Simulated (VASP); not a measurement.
GaSb:

```
CELL_PARAMETERS angstrom
-2.75343 2.75343 1.59071
2.75343 -2.75343 1.59071
2.75343 2.75343 -1.59071
ATOMIC_POSITIONS crystal
Sb 0.00000 0.00000 0.00000
Ga 0.75000 0.25000 0.50000
```

Base run:

```yaml
Program: VASP 6.6.1
Functional: r2SCAN
Potentials_or_basis: VASP PAW PBE potentials, release 64 (Sb, Ga_d)
Cutoff: 520 eV
k_mesh: 10 × 10 × 10
Occupations: fermi-dirac, width 0.05 eV
Spin: no spin polarisation
```

Its results: band gap on the k mesh zero (bands 9 and 10 overlap by 4.68 eV); pressure -1.5 GPa.

Problem. The run is repeated on the same cell with these changes: functional from r2SCAN to PBEsol. What comes out?

Solution. Band gap on the k mesh zero (bands 9 and 10 overlap by 4.51 eV); pressure -2.9 GPa.

Caveats: the PAW data sets were made with another functional, which shifts forces and pressure a little; spin-orbit coupling is left out, which moves the levels of the heavy elements.
